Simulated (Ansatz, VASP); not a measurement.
**Two plane-wave programs on P**

INCAR

```
SYSTEM = P
ALGO = Normal
EDIFF = 1E-7
ENCUT = 520
GGA = PE
ISIF = 2
ISMEAR = -1
LASPH = .TRUE.
LCHARG = .FALSE.
LREAL = .FALSE.
LWAVE = .FALSE.
NBANDS = 18
NELM = 60
PREC = Accurate
SIGMA = 0.05
```

Contents of KPOINTS:

```
k-points
0
G
  7 7 5
  0 0 0
```

Contents of POSCAR:

```
P
1.0
    1.7023935014     -5.4815151563      0.0000000000
    1.5930927468      5.4485602939      0.0000000000
    0.0000000000      0.0000000000      4.5436355900
P
4
Direct
    0.9041431300      0.0958568700      0.5888151700
    0.0958568700      0.9041431300      0.4111848300
    0.5958568700      0.4041431300      0.0888151700
    0.4041431300      0.5958568700      0.9111848300
```

Contents of input.yaml:

```yaml
crystal:
  lattice:
    - [1.7023935014, -5.4815151563, 0.0]
    - [1.5930927468, 5.4485602939, 0.0]
    - [0.0, 0.0, 4.54363559]
  atoms:
    - { symbol: P, position: [0.90414313, 0.09585687, 0.58881517] }
    - { symbol: P, position: [0.09585687, 0.90414313, 0.41118483] }
    - { symbol: P, position: [0.59585687, 0.40414313, 0.08881517] }
    - { symbol: P, position: [0.40414313, 0.59585687, 0.91118483] }
hamiltonian:
  xc: pbe
  pseudopotentials: { kind: paw }
kpoints:
  mp_grid: { grid: [7, 7, 5] }
scf:
  occupations: { method: fermi_dirac, width: 0.05 }
output:
  forces: true
  stress: true
  eigenvalues: true
```

Alike in both runs: task single point; functional PBE; k mesh 7 × 7 × 5; occupations fermi-dirac, width 0.05 eV; no spin polarisation.

|  | VASP | Ansatz |
| --- | --- | --- |
| version | VASP 6.6.1 | Ansatz 0.2.0 |
| potentials or method | VASP PAW PBE potentials, release 64 (P) | Ansatz PAW |
| plane-wave cutoff (eV) | 520 | 420 |
| valence electrons in the cell | 20 | 20 |

Ansatz gave:

```
gap on the k mesh at the Fermi level (eV)                     : 0.27
least direct gap on the mesh (eV)                             : 0.28
pressure (GPa)                                                : 2.0
traceless stress, the component that is largest in VASP (GPa) : 0.84
rms of the force components (eV/Å)                            : 0.200
```

Question: Which values does VASP return?

Answer: gap on the k mesh at the Fermi level (eV): 0.29; least direct gap on the mesh (eV): 0.29; pressure (GPa): 1.7; traceless stress, the component that is largest in VASP (GPa): 0.84; rms of the force components (eV/Å): 0.173.

Atom by atom the forces differ by 0.031 eV/Å (rms over components). The functional is the same, so the differences come from potentials, cutoffs and numerics.

Noted on Ansatz's run: odd divisions of the mesh miss points on the zone boundary, where band edges often lie, so the gap on the mesh can be too wide.
